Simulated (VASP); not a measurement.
# AlIn3Sb2 (P6mm) in VASP: single point with PBE

Aim: the single point of AlIn3Sb2 with PBE.

Everything below comes from runs of VASP 6.6.1. Logs are shortened: lines on timing, memory, paths and dates and some standing lists are left out, and cuts for length are marked.

**1. The cell of the first run**

Symmetry: P6mm, No. 183, hexagonal system. The conventional cell has a = 6.151 Å, b = 6.151 Å, c = 4.320 Å, α = 90.00°, β = 90.00°, γ = 120.00°. Al (site symmetry 6mm) has 6 Sb at 3.57 Å and 12 In at 3.59 to 3.94 Å and 2 Al at 4.32 Å within 4.7 Å. In (site symmetry 2mm) has 4 Sb at 2.78 to 2.81 Å and 4 In at 3.08 Å and 2 Al at 3.59 Å within 3.7 Å. Sb (site symmetry 3m) has 6 In at 2.78 to 2.81 Å and 3 Sb at 3.55 Å and 3 Al at 3.57 Å within 3.7 Å.

**2. Single point, PBE**

Input file INCAR:

```
SYSTEM = AlIn3Sb2
ALGO = Normal ; EDIFF = 1E-6
ENCUT = 520 ; GGA = PE
ISIF = 2 ; ISMEAR = 0
LASPH = .TRUE. ; LCHARG = .TRUE.
LELF = .TRUE. ; LREAL = .FALSE.
LVHAR = .TRUE. ; LWAVE = .FALSE.
NBANDS = 35 ; NELM = 80
PREC = Accurate ; SIGMA = 0.1
```

Input file KPOINTS:

```
k-points
0
G
  3 3 4
  0 0 0
```

Input file POSCAR:

```
AlIn3Sb2
1.0
    6.1508802000      0.0000000000      0.0000000000
   -3.0754401000      5.3268185100      0.0000000000
    0.0000000000      0.0000000000      4.3201909700
Al In Sb
1 3 2
Direct
    0.0000000000      0.0000000000      0.8888130200
    0.5000000000      0.5000000000      0.4595159900
    0.5000000000      0.0000000000      0.4595159900
    0.0000000000      0.5000000000      0.4595159900
    0.6666666700      0.3333333300      0.9631379800
    0.3333333300      0.6666666700      0.9631379800
```

Potentials or basis: VASP PAW PBE potentials, release 64 (Al, In_d, Sb).

Started as:

```console
$ cat potpaw_PBE.64/Al/POTCAR potpaw_PBE.64/In_d/POTCAR potpaw_PBE.64/Sb/POTCAR > POTCAR
$ mpirun -np 1 vasp_std > vasp.out
```

OUTCAR:

```text
SYSTEM = AlIn3Sb2
   EDIFF = 1E-6
   ENCUT = 520
   GGA = PE
   ISIF = 2
   ISMEAR = 0
   LASPH = .TRUE.
   LREAL = .FALSE.
   NELM = 80
   PREC = Accurate

 ion  position               nearest neighbor table
   1  0.000  0.000  0.889-   5 3.57   6 3.57   5 3.57   6 3.57   5 3.57   6 3.57   3 3.59   3 3.59
                             2 3.59   4 3.59   4 3.59   2 3.59
   2  0.500  0.500  0.460-   5 2.78   6 2.78   5 2.81   6 2.81   4 3.08   4 3.08   3 3.08   3 3.08
                             1 3.59   1 3.59
   3  0.500  0.000  0.460-   5 2.78   6 2.78   5 2.81   6 2.81   2 3.08   4 3.08   2 3.08   4 3.08
                             1 3.59   1 3.59
   4  0.000  0.500  0.460-   5 2.78   6 2.78   5 2.81   6 2.81   2 3.08   2 3.08   3 3.08   3 3.08
                             1 3.59   1 3.59
   5  0.667  0.333  0.963-   4 2.78   3 2.78   2 2.78   4 2.81   3 2.81   2 2.81   6 3.55   6 3.55
                             6 3.55   1 3.57   1 3.57   1 3.57
   6  0.333  0.667  0.963-   4 2.78   3 2.78   2 2.78   4 2.81   3 2.81   2 2.81   5 3.55   5 3.55
                             5 3.55   1 3.57   1 3.57   1 3.57

  LATTYP: Found a hexagonal cell.
 ALAT       =     6.1508802000
 C/A-ratio  =     0.7023695519

  Lattice vectors:

 A1 = (   6.1508802000,   0.0000000000,   0.0000000000)
 A2 = (  -3.0754401000,   5.3268185100,   0.0000000000)
 A3 = (   0.0000000000,   0.0000000000,   4.3201909700)

Analysis of symmetry for initial positions (statically):
=====================================================================
 Subroutine PRICEL returns:
 Original cell was already a primitive cell.

 Routine SETGRP: Setting up the symmetry group for a
 hexagonal supercell.

 Subroutine GETGRP returns: Found 12 space group operations
 (whereof 12 operations were pure point group operations)
 out of a pool of 24 trial point group operations.

The static configuration has the point symmetry C_6v.

Analysis of symmetry for dynamics (positions and initial velocities):
=====================================================================
 Subroutine PRICEL returns:
 Original cell was already a primitive cell.

 Routine SETGRP: Setting up the symmetry group for a
 hexagonal supercell.

 Subroutine GETGRP returns: Found 12 space group operations
 (whereof 12 operations were pure point group operations)
 out of a pool of 24 trial point group operations.

The dynamic configuration has the point symmetry C_6v.

 Subroutine INISYM returns: Found 12 space group operations
 (whereof 12 operations are pure point group operations),
 and found     1 'primitive' translations

----------------------------------------------------------------------------------------

                                     Primitive cell

  volume of cell :     141.5494

  direct lattice vectors                    reciprocal lattice vectors
     6.150880200  0.000000000  0.000000000     0.162578357  0.093864658  0.000000000
    -3.075440100  5.326818510  0.000000000     0.000000000  0.187729317  0.000000000
     0.000000000  0.000000000  4.320190970     0.000000000  0.000000000  0.231471249

  length of vectors
     6.150880200  6.150880201  4.320190970     0.187729317  0.187729317  0.231471249

  position of ions in fractional coordinates (direct lattice)
     0.000000000  0.000000000  0.888813020
     0.500000000  0.500000000  0.459515990
     0.500000000  0.000000000  0.459515990
     0.000000000  0.500000000  0.459515990
     0.666666670  0.333333330  0.963137980
     0.333333330  0.666666670  0.963137980

  ion indices of the primitive-cell ions
   primitive index   ion index
                 1           1
                 2           2
                 3           3
                 4           4
                 5           5
                 6           6

----------------------------------------------------------------------------------------

 KPOINTS: k-points

Automatic generation of k-mesh.
 Grid dimensions read from file:
 generate k-points for:    3    3    4

 Generating k-lattice:

  Cartesian coordinates                     Fractional coordinates (reciprocal lattice)
     0.054192786  0.031288219  0.000000000     0.333333333 -0.000000000  0.000000000
     0.000000000  0.062576439  0.000000000     0.000000000  0.333333333  0.000000000
     0.000000000  0.000000000  0.057867812     0.000000000  0.000000000  0.250000000

  Length of vectors
     0.062576439  0.062576439  0.057867812

  Shift w.r.t. Gamma in fractional coordinates (k-lattice)
     0.000000000  0.000000000  0.000000000

 Subroutine IBZKPT returns following result:
 ===========================================

 Found      9 irreducible k-points:

 Following reciprocal coordinates:
            Coordinates               Weight
  0.000000  0.000000  0.000000      1.000000
  0.333333  0.000000  0.000000      6.000000
  0.333333  0.333333  0.000000      2.000000
  0.000000  0.000000  0.250000      2.000000
  0.333333  0.000000  0.250000     12.000000
  0.333333  0.333333  0.250000      4.000000
  0.000000  0.000000  0.500000      1.000000
  0.333333  0.000000  0.500000      6.000000
  0.333333  0.333333  0.500000      2.000000
   k-points           NKPTS =      9   k-points in BZ     NKDIM =      9   number of bands    NBANDS=     35
   number of dos      NEDOS =    301   number of ions     NIONS =      6
   total plane-waves  NPLWV =  73728
   dimension x,y,z NGX =    48 NGY =   48 NGZ =   32
   dimension x,y,z NGXF=    96 NGYF=   96 NGZF=   64
   ions per type =               1   3   2
   NGX,Y,Z   is equivalent  to a cutoff of  12.97, 12.97, 12.31 a.u.
   NGXF,Y,Z  is equivalent  to a cutoff of  25.95, 25.95, 24.63 a.u.
 SYSTEM =  AlIn3Sb2
   PREC   = accura    normal or accurate (medium, high low for compatibility)
   ISTART =      0    job   : 0-new  1-cont  2-samecut
   ICHARG =      2    charge: 1-file 2-atom 10-const
   ISPIN  =      1    spin polarized calculation?
   LNONCOLLINEAR =      F non collinear calculations
   LSORBIT =      F    spin-orbit coupling
   LASPH  =      T    aspherical Exc in radial PAW
   ENCUT  =  520.0 eV  38.22 Ry    6.18 a.u.  11.44 11.44  8.03*2*pi/ulx,y,z
   NELM   =     80;   NELMIN=  2; NELMDL= -5     # of ELM steps
   EDIFF  = 0.1E-05   stopping-criterion for ELM
   LREAL  =      F    real-space projection
   EDIFFG = 0.1E-04   stopping-criterion for IOM
   NSW    =      0    number of steps for IOM
   IBRION =     -1    ionic relax: 0-MD 1-quasi-New 2-CG
   NFREE  =      0    steps in history (QN), initial steepest desc. (CG)
   ISIF   =      2    stress and relaxation
   ISYM   =      2    0-nonsym 1-usesym 2-fastsym
   POTIM  = 0.5000    time-step for ionic-motion
   TEBEG  =    0.0;   TEEND  =   0.0 temperature during run
   PSTRESS=    0.0 pullay stress
   NELECT =      52.0000    total number of electrons
   NUPDOWN=      -1.0000    fix difference up-down
   EMIN   =  10.00;   EMAX   =-10.00  energy-range for DOS
   EFERMI =   0.00;   METHOD = LEGACY
   ISMEAR =     0;   SIGMA  =   0.10  broadening in eV -4-tet -1-fermi 0-gaus
   EFERMI_NEDOS =   21; number of points for ismear=-14 and -15
   IALGO  =     38    algorithm
   IMIX   =      4    mixing-type and parameters
     AMIX     =   0.40;   BMIX     =  1.00
     AMIX_MAG =   1.60;   BMIX_MAG =  1.00
  volume/ion in A,a.u.               =      23.59       159.20
  Fermi-wavevector in a.u.,A,eV,Ry     =   1.172483  2.215672 18.704154  1.374717
  Thomas-Fermi vector in A             =   2.308911
   LORBIT       =      0    0 simple, 1 ext, 2 COOP (PROOUT), +10 PAW based schemes
   GGA     = PE    functional components
   LHFCALC =     F    Hartree Fock is set to
   AEXX    =    0.0000 exact exchange contribution
   IVDW    =     0    specifies the selected vdW correction
   LEPSILON=     F    determine dielectric tensor
   LRPA    =     F    only Hartree local field effects (RPA)
 non-spin polarized calculation
 Gauss-broadening in eV      SIGMA  =   0.10
  energy-cutoff  :      520.00
  volume of cell :      141.55
 maximum number of plane-waves:      3868
 NGX is ok and might be reduce to    48
   NGX = 23   NGY = 23   NGZ = 17

 number of electron      52.0000006 magnetization

 Free energy of the ion-electron system (eV)
  ---------------------------------------------------
  ext. energy  EPLUGINS =         0.00000000
  ---------------------------------------------------
  free energy    TOTEN  =       -15.29344782 eV

  energy without entropy =      -15.28173541  energy(sigma->0) =      -15.28759162

 E-fermi :   8.9132     XC(G=0): -10.3341

 val. band max:        8.8940719695   @ k =   0.3333   0.0000   0.5000
 cond. band min:       8.9882916517   @ k =   0.0000   0.0000   0.0000
 fundamental gap:      0.0942196823
 Fermi energy:         8.9131547260

 k-point     1 :       0.0000    0.0000    0.0000
  band No.  band energies     occupation
      1      -6.8337      2.00000
      2      -6.7558      2.00000
      3      -6.5976      2.00000
      4      -6.5976      2.00000
      5      -6.5900      2.00000
      6      -6.3744      2.00000
[... 27 lines left out ...]
     34      12.3288      0.00000
     35      12.3288      0.00000

 k-point     2 :       0.3333    0.0000    0.0000
  band No.  band energies     occupation
      1      -6.6968      2.00000
      2      -6.6669      2.00000
      3      -6.5685      2.00000
      4      -6.5107      2.00000
      5      -6.4491      2.00000
      6      -6.4191      2.00000
[... 27 lines left out ...]
     34      13.2315      0.00000
     35      13.4466      0.00000

 k-point     3 :       0.3333    0.3333    0.0000
  band No.  band energies     occupation
      1      -6.5413      2.00000
      2      -6.5413      2.00000
      3      -6.5066      2.00000
      4      -6.4972      2.00000
      5      -6.4972      2.00000
      6      -6.4549      2.00000
[... 27 lines left out ...]
     34      12.7217      0.00000
     35      13.2338      0.00000
[... 153 lines left out ...]
 k-point     8 :       0.3333    0.0000    0.5000
  band No.  band energies     occupation
      1      -6.8541      2.00000
      2      -6.6895      2.00000
      3      -6.5430      2.00000
      4      -6.5236      2.00000
      5      -6.4402      2.00000
      6      -6.3910      2.00000
[... 27 lines left out ...]
     34      15.0943      0.00000
     35      15.8735      0.00000

 k-point     9 :       0.3333    0.3333    0.5000
  band No.  band energies     occupation
      1      -6.6968      2.00000
      2      -6.6968      2.00000
      3      -6.4993      2.00000
      4      -6.4941      2.00000
      5      -6.4941      2.00000
      6      -6.3430      2.00000
[... 27 lines left out ...]
     34      13.3561      0.00000
     35      13.7989      0.00000

------------------------ aborting loop because EDIFF is reached ----------------------------------------

  FORCE on cell =-STRESS in cart. coord.  units (eV):
  Direction    XX          YY          ZZ          XY          YZ          ZX
  --------------------------------------------------------------------------------------
  -------------------------------------------------------------------------------------
  Total       14.8815191     14.8815191     24.7024109      0.0000000     -0.0000000      0.0000000
  in kB      168.4417460    168.4417460    279.6029900      0.0000000     -0.0000000      0.0000000
  external PRESSURE =     205.4954940 kB  Pullay stress =       0.0000000 kB

 VOLUME and BASIS-vectors are now :
 -----------------------------------------------------------------------------
  energy-cutoff  :      520.00
  volume of cell :      141.55
      direct lattice vectors                 reciprocal lattice vectors
     6.150880200  0.000000000  0.000000000     0.162578357  0.093864658  0.000000000
    -3.075440100  5.326818510  0.000000000     0.000000000  0.187729317  0.000000000
     0.000000000  0.000000000  4.320190970     0.000000000  0.000000000  0.231471249

 POSITION                                       TOTAL-FORCE (eV/Angst)
 -----------------------------------------------------------------------------------
      0.00000      0.00000      3.83984        -0.000000      0.000000      0.071052
      1.53772      2.66341      1.98520         0.000000      0.000000      0.141418
      3.07544      0.00000      1.98520        -0.000000     -0.000000      0.141418
     -1.53772      2.66341      1.98520        -0.000000      0.000000      0.141418
      3.07544      1.77561      4.16094         0.000000      0.000000     -0.247653
     -0.00000      3.55121      4.16094        -0.000000     -0.000000     -0.247653
 -----------------------------------------------------------------------------------
    total drift:                               -0.000000     -0.000001     -0.000180

  FREE ENERGIE OF THE ION-ELECTRON SYSTEM (eV)
  ---------------------------------------------------
  free  energy   TOTEN  =       -15.2934478228 eV

  energy  without entropy=      -15.2817354148  energy(sigma->0) =      -15.28759162
```

Run time: 38 s. Hardware: 1 thread of AMD EPYC 7R13 (Zen 3), shared host; peak memory 0.24 GiB.

Results:

```
Free energy            : -15.2934 eV
Pressure               : 20.5 GPa
Largest force          : 0.248 eV/Å
Band gap on the k mesh : zero (band 26 reaches 9.87 eV, above the bottom of band 27 at 7.38 eV)
```

Forces in eV/Å, atoms in the order of the input:
```
Al   0.000  0.000  0.071
In   0.000  0.000  0.141
In   0.000  0.000  0.141
In   0.000  0.000  0.141
Sb   0.000  0.000 -0.248
Sb   0.000  0.000 -0.248
```

Levels at points of the mesh, in eV from the Fermi level:
```csv
k point,band 22,band 23,band 24,band 25,band 26,band 27,band 28,band 29,band 30,band 31
"(0.00, 0.00, 0.00)",-4.15,-4.15,-2.97,-0.42,0.08,2.10,2.10,2.55,2.55,2.62
"(0.00, 0.00, 0.50)",-3.64,-3.64,-3.53,-2.06,-2.06,-1.53,-1.53,-0.33,4.12,4.12
```

Caveat: the k points lie up to 0.39 Å⁻¹ apart; spin-orbit coupling is left out, which moves the levels of the heavy elements.
